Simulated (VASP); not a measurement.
# H2Os3 (P-6m2) in VASP: notebook

The runs below take H2Os3 through single point, with PBE.

Everything below comes from runs of VASP 6.6.1. Logs are shortened: lines on timing, memory, paths and dates and some standing lists are left out, and cuts for length are marked.

### Step 1. The cell of the first run

Symmetry: P-6m2, No. 187, hexagonal system. Conventional cell: a = 3.274 Å, b = 3.274 Å, c = 6.743 Å, α = 90.00°, β = 90.00°, γ = 120.00°. Within 2.4 Å of H (site symmetry 3m) lie 1 H at 1.79 Å and 6 Os at 2.09 to 2.38 Å. Within 2.7 Å of Os (site symmetry 3m) lie 1 Os at 2.06 Å and 3 H at 2.38 Å. Within 2.8 Å of Os (site symmetry -6m2) lie 6 H at 2.09 Å.

The cell was generated, and may not be a known phase.

### Step 2. Single point, PBE

INCAR reads:

```
SYSTEM = H2Os3
PREC     = Accurate       ! precision mode
ENCUT    = 560            ! plane-wave cutoff, eV
EDIFF    = 1E-6           ! SCF threshold, eV
ISMEAR   = 0              ! smearing method
SIGMA    = 0.1            ! smearing width, eV
LREAL    = .FALSE.        ! projectors in reciprocal space
LASPH    = .TRUE.         ! aspherical terms in the spheres
NELM     = 120            ! most SCF steps
ALGO     = Normal         ! electronic algorithm
ISIF     = 2              ! what is computed and relaxed
LWAVE    = .FALSE.        ! write WAVECAR
LCHARG   = .FALSE.        ! write CHGCAR
GGA      = PE             ! functional
NBANDS   = 33             ! bands
GGA_COMPAT= .FALSE.
```

KPOINTS reads:

```
regular mesh
0
G
  6 6 4
  0 0 0
```

POSCAR reads:

```
H2Os3
1.0
    3.2738284600      0.0000000000      0.0000000000
   -1.6369142300      2.8352186100      0.0000000000
    0.0000000000      0.0000000000      6.7425664800
H Os
2 3
Direct
    0.6666666700      0.3333333300      0.1328401700
    0.6666666700      0.3333333300      0.8671598300
    0.0000000000      0.0000000000      0.3472138900
    0.0000000000      0.0000000000      0.6527861100
    0.3333333300      0.6666666700      0.0000000000
```

Potentials or basis: VASP PAW PBE potentials, release 64 (H, Os_sv_GW).

Run with:

```bash
cat potpaw_PBE.64/H/POTCAR potpaw_PBE.64/Os_sv_GW/POTCAR > POTCAR
mpirun -np 1 vasp_std > vasp.out
```

OUTCAR:

```text
SYSTEM = H2Os3
   PREC = Accurate
   ENCUT = 560
   EDIFF = 1E-6
   ISMEAR = 0
   LREAL = .FALSE.
   LASPH = .TRUE.
   NELM = 120
   ISIF = 2
   GGA = PE

 ion  position               nearest neighbor table
   1  0.667  0.333  0.133-   5 2.09   5 2.09   5 2.09
   2  0.667  0.333  0.867-   5 2.09   5 2.09   5 2.09
   3  0.000  0.000  0.347-   4 2.06   5 3.01   5 3.01   5 3.01
   4  0.000  0.000  0.653-   3 2.06   5 3.01   5 3.01   5 3.01
   5  0.333  0.667  0.000-   1 2.09   2 2.09   1 2.09   2 2.09   1 2.09   2 2.09   3 3.01   4 3.01
                             3 3.01   4 3.01   3 3.01   4 3.01

  LATTYP: Found a hexagonal cell.
 ALAT       =     3.2738284600
 C/A-ratio  =     2.0595356667

  Lattice vectors:

 A1 = (   3.2738284600,   0.0000000000,   0.0000000000)
 A2 = (  -1.6369142300,   2.8352186100,   0.0000000000)
 A3 = (   0.0000000000,   0.0000000000,   6.7425664800)

Analysis of symmetry for initial positions (statically):
=====================================================================
 Subroutine PRICEL returns:
 Original cell was already a primitive cell.

 Routine SETGRP: Setting up the symmetry group for a
 hexagonal supercell.

 Subroutine GETGRP returns: Found 12 space group operations
 (whereof 12 operations were pure point group operations)
 out of a pool of 24 trial point group operations.

The static configuration has the point symmetry D_3h.

Analysis of symmetry for dynamics (positions and initial velocities):
=====================================================================
 Subroutine PRICEL returns:
 Original cell was already a primitive cell.

 Routine SETGRP: Setting up the symmetry group for a
 hexagonal supercell.

 Subroutine GETGRP returns: Found 12 space group operations
 (whereof 12 operations were pure point group operations)
 out of a pool of 24 trial point group operations.

The dynamic configuration has the point symmetry D_3h.

 Subroutine INISYM returns: Found 12 space group operations
 (whereof 12 operations are pure point group operations),
 and found     1 'primitive' translations

----------------------------------------------------------------------------------------

                                     Primitive cell

  volume of cell :      62.5846

  direct lattice vectors                    reciprocal lattice vectors
     3.273828460  0.000000000  0.000000000     0.305452779  0.176353244  0.000000000
    -1.636914230  2.835218610  0.000000000     0.000000000  0.352706488  0.000000000
     0.000000000  0.000000000  6.742566480     0.000000000  0.000000000  0.148311478

  length of vectors
     3.273828460  3.273828457  6.742566480     0.352706488  0.352706488  0.148311478

  position of ions in fractional coordinates (direct lattice)
     0.666666670  0.333333330  0.132840170
     0.666666670  0.333333330  0.867159830
     0.000000000  0.000000000  0.347213890
     0.000000000  0.000000000  0.652786110
     0.333333330  0.666666670  0.000000000

  ion indices of the primitive-cell ions
   primitive index   ion index
                 1           1
                 2           2
                 3           3
                 4           4
                 5           5

----------------------------------------------------------------------------------------

 KPOINTS: regular mesh

Automatic generation of k-mesh.
 Grid dimensions read from file:
 generate k-points for:    6    6    4

 Generating k-lattice:

  Cartesian coordinates                     Fractional coordinates (reciprocal lattice)
     0.050908796  0.029392207  0.000000000     0.166666667  0.000000000  0.000000000
     0.000000000  0.058784415  0.000000000     0.000000000  0.166666667  0.000000000
     0.000000000  0.000000000  0.037077869     0.000000000  0.000000000  0.250000000

  Length of vectors
     0.058784415  0.058784415  0.037077869

  Shift w.r.t. Gamma in fractional coordinates (k-lattice)
     0.000000000  0.000000000  0.000000000

 Subroutine IBZKPT returns following result:
 ===========================================

 Found     21 irreducible k-points:

 Following reciprocal coordinates:
            Coordinates               Weight
  0.000000  0.000000  0.000000      1.000000
  0.166667  0.000000  0.000000      6.000000
  0.333333  0.000000  0.000000      6.000000
  0.500000  0.000000  0.000000      3.000000
  0.166667  0.166667  0.000000      6.000000
  0.333333  0.166667  0.000000     12.000000
[... 13 lines left out ...]
  0.333333  0.166667  0.500000     12.000000
  0.333333  0.333333  0.500000      2.000000
   k-points           NKPTS =     21   k-points in BZ     NKDIM =     21   number of bands    NBANDS=     33
   number of dos      NEDOS =    301   number of ions     NIONS =      5
   total plane-waves  NPLWV =  42336
   dimension x,y,z NGX =    28 NGY =   28 NGZ =   54
   dimension x,y,z NGXF=    56 NGYF=   56 NGZF=  108
   ions per type =               2   3
   NGX,Y,Z   is equivalent  to a cutoff of  14.22, 14.22, 13.31 a.u.
   NGXF,Y,Z  is equivalent  to a cutoff of  28.44, 28.44, 26.63 a.u.
 SYSTEM =  H2Os3
   PREC   = accura    normal or accurate (medium, high low for compatibility)
   ISTART =      0    job   : 0-new  1-cont  2-samecut
   ICHARG =      2    charge: 1-file 2-atom 10-const
   ISPIN  =      1    spin polarized calculation?
   LNONCOLLINEAR =      F non collinear calculations
   LSORBIT =      F    spin-orbit coupling
   LASPH  =      T    aspherical Exc in radial PAW
   ENCUT  =  560.0 eV  41.16 Ry    6.42 a.u.   6.32  6.32 13.01*2*pi/ulx,y,z
   NELM   =    120;   NELMIN=  2; NELMDL= -5     # of ELM steps
   EDIFF  = 0.1E-05   stopping-criterion for ELM
   LREAL  =      F    real-space projection
   EDIFFG = 0.1E-04   stopping-criterion for IOM
   NSW    =      0    number of steps for IOM
   IBRION =     -1    ionic relax: 0-MD 1-quasi-New 2-CG
   NFREE  =      0    steps in history (QN), initial steepest desc. (CG)
   ISIF   =      2    stress and relaxation
   ISYM   =      2    0-nonsym 1-usesym 2-fastsym
   POTIM  = 0.5000    time-step for ionic-motion
   TEBEG  =    0.0;   TEEND  =   0.0 temperature during run
   PSTRESS=    0.0 pullay stress
   NELECT =      50.0000    total number of electrons
   NUPDOWN=      -1.0000    fix difference up-down
   EMIN   =  10.00;   EMAX   =-10.00  energy-range for DOS
   EFERMI =   0.00;   METHOD = LEGACY
   ISMEAR =     0;   SIGMA  =   0.10  broadening in eV -4-tet -1-fermi 0-gaus
   EFERMI_NEDOS =   21; number of points for ismear=-14 and -15
   IALGO  =     38    algorithm
   IMIX   =      4    mixing-type and parameters
     AMIX     =   0.40;   BMIX     =  1.00
     AMIX_MAG =   1.60;   BMIX_MAG =  1.00
  volume/ion in A,a.u.               =      12.52        84.47
  Fermi-wavevector in a.u.,A,eV,Ry     =   1.519062  2.870612 31.396129  2.307550
  Thomas-Fermi vector in A             =   2.628099
   LORBIT       =      0    0 simple, 1 ext, 2 COOP (PROOUT), +10 PAW based schemes
   GGA     = PE    functional components
   LHFCALC =     F    Hartree Fock is set to
   AEXX    =    0.0000 exact exchange contribution
   IVDW    =     0    specifies the selected vdW correction
   LEPSILON=     F    determine dielectric tensor
   LRPA    =     F    only Hartree local field effects (RPA)
 non-spin polarized calculation
 Gauss-broadening in eV      SIGMA  =   0.10
  energy-cutoff  :      560.00
  volume of cell :       62.58
 maximum number of plane-waves:      1910
 NGX is ok and might be reduce to    28
   NGX = 13   NGY = 13   NGZ = 27

 number of electron      50.0000000 magnetization

 Free energy of the ion-electron system (eV)
  ---------------------------------------------------
  ext. energy  EPLUGINS =         0.00000000
  ---------------------------------------------------
  free energy    TOTEN  =       -36.69933954 eV

  energy without entropy =      -36.68225367  energy(sigma->0) =      -36.69079660

 E-fermi :   8.6801     XC(G=0): -12.4799

 val. band max:        8.6658116455   @ k =   0.3333   0.3333   0.2500
 cond. band min:       8.7197405998   @ k =   0.5000   0.0000   0.5000
 fundamental gap:      0.0539289543
 Fermi energy:         8.6800569021

 k-point     1 :       0.0000    0.0000    0.0000
  band No.  band energies     occupation
      1     -78.1348      2.00000
      2     -77.7282      2.00000
      3     -77.5015      2.00000
      4     -39.2435      2.00000
      5     -37.2560      2.00000
      6     -37.2560      2.00000
[... 25 lines left out ...]
     32      14.8673      0.00000
     33      17.5955      0.00000

 k-point     2 :       0.1667    0.0000    0.0000
  band No.  band energies     occupation
      1     -78.1336      2.00000
      2     -77.7274      2.00000
      3     -77.5005      2.00000
      4     -39.2407      2.00000
      5     -37.2825      2.00000
      6     -37.2628      2.00000
[... 25 lines left out ...]
     32      14.4432      0.00000
     33      17.7167      0.00000

 k-point     3 :       0.3333    0.0000    0.0000
  band No.  band energies     occupation
      1     -78.1312      2.00000
      2     -77.7256      2.00000
      3     -77.4983      2.00000
      4     -39.2345      2.00000
      5     -37.3349      2.00000
      6     -37.2771      2.00000
[... 25 lines left out ...]
     32      13.9351      0.00000
     33      15.9966      0.00000

 k-point     4 :       0.5000    0.0000    0.0000
  band No.  band energies     occupation
      1     -78.1302      2.00000
      2     -77.7245      2.00000
      3     -77.4971      2.00000
      4     -39.2311      2.00000
      5     -37.3615      2.00000
      6     -37.2843      2.00000
[... 25 lines left out ...]
     32      12.9202      0.00000
     33      14.2747      0.00000

 k-point     5 :       0.1667    0.1667    0.0000
  band No.  band energies     occupation
      1     -78.1318      2.00000
      2     -77.7261      2.00000
      3     -77.4989      2.00000
      4     -39.2361      2.00000
      5     -37.3169      2.00000
      6     -37.2785      2.00000
[... 496 lines left out ...]
 k-point    19 :       0.1667    0.1667    0.5000
  band No.  band energies     occupation
      1     -78.1318      2.00000
      2     -77.7260      2.00000
      3     -77.4987      2.00000
      4     -39.2363      2.00000
      5     -37.3209      2.00000
      6     -37.2767      2.00000
[... 25 lines left out ...]
     32      15.3517      0.00000
     33      15.6467      0.00000

 k-point    20 :       0.3333    0.1667    0.5000
  band No.  band energies     occupation
      1     -78.1304      2.00000
      2     -77.7248      2.00000
      3     -77.4973      2.00000
      4     -39.2302      2.00000
      5     -37.3541      2.00000
      6     -37.2963      2.00000
[... 25 lines left out ...]
     32      13.8875      0.00000
     33      14.5022      0.00000

 k-point    21 :       0.3333    0.3333    0.5000
  band No.  band energies     occupation
      1     -78.1298      2.00000
      2     -77.7242      2.00000
      3     -77.4968      2.00000
      4     -39.2282      2.00000
      5     -37.3385      2.00000
      6     -37.3295      2.00000
[... 25 lines left out ...]
     32      12.4766      0.00000
     33      12.8807      0.00000

------------------------ aborting loop because EDIFF is reached ----------------------------------------

  FORCE on cell =-STRESS in cart. coord.  units (eV):
  Direction    XX          YY          ZZ          XY          YZ          ZX
  --------------------------------------------------------------------------------------
  -------------------------------------------------------------------------------------
  Total      -16.2884548    -16.2884548     11.7664263      0.0000000      0.0000000     -0.0000000
  in kB     -416.9872370   -416.9872358    301.2225308      0.0000000      0.0000000     -0.0000000
  external PRESSURE =    -177.5839807 kB  Pullay stress =       0.0000000 kB

 VOLUME and BASIS-vectors are now :
 -----------------------------------------------------------------------------
  energy-cutoff  :      560.00
  volume of cell :       62.58
      direct lattice vectors                 reciprocal lattice vectors
     3.273828460  0.000000000  0.000000000     0.305452779  0.176353244  0.000000000
    -1.636914230  2.835218610  0.000000000     0.000000000  0.352706488  0.000000000
     0.000000000  0.000000000  6.742566480     0.000000000  0.000000000  0.148311478

 POSITION                                       TOTAL-FORCE (eV/Angst)
 -----------------------------------------------------------------------------------
      1.63691      0.94507      0.89568         0.000000      0.000000     -0.015352
      1.63691      0.94507      5.84688         0.000000     -0.000000      0.015352
      0.00000      0.00000      2.34111         0.000000     -0.000000     -8.525180
      0.00000      0.00000      4.40145         0.000000     -0.000000      8.525180
     -0.00000      1.89015      0.00000        -0.000000     -0.000000      0.000000
 -----------------------------------------------------------------------------------
    total drift:                                0.000077     -0.000045     -0.000000

  FREE ENERGIE OF THE ION-ELECTRON SYSTEM (eV)
  ---------------------------------------------------
  free  energy   TOTEN  =       -36.6993395359 eV

  energy  without entropy=      -36.6822536717  energy(sigma->0) =      -36.69079660
```

Run time: 35 s. Hardware: 1 thread of Intel Xeon 6975P-C (Granite Rapids), shared host; peak memory 0.21 GiB.

Results:

| Quantity | Value |
| --- | --- |
| Free energy | -36.6993 eV |
| Pressure | -17.8 GPa |
| Largest force | 8.525 eV/Å |
| Band gap on the k mesh | zero (bands 25 and 26 overlap by 1.68 eV) |

Forces in eV/Å, atoms in the order of the input:
```
H    0.000  0.000 -0.015
H    0.000  0.000  0.015
Os   0.000  0.000 -8.525
Os   0.000  0.000  8.525
Os   0.000  0.000  0.000
```

Levels at points of the mesh, in eV from the Fermi level:
```tsv
k point	band 23	band 24	band 25	band 26	band 27	band 28
(0.00, 0.00, 0.00)	-1.88	-1.88	-1.55	-1.36	-0.33	-0.33
(0.50, 0.00, 0.00)	-1.09	-0.35	0.22	0.74	1.29	2.11
(0.00, 0.00, 0.50)	-1.96	-1.16	-1.16	-0.66	-0.39	-0.39
(0.50, 0.00, 0.50)	-0.44	-0.24	0.04	0.53	0.81	0.98
```

Caveat: the k points lie up to 0.37 Å⁻¹ apart, too coarse for converged energies and pressures of a metal; spin-orbit coupling is left out, which moves the levels of the heavy elements; forces of over 1 eV/Å act on the atoms, so gaps and moduli don't describe the material at rest.

(Continued in part 2 of 2.)

The gap in the log of VASP goes by the Fermi energy; the results here count the filled bands.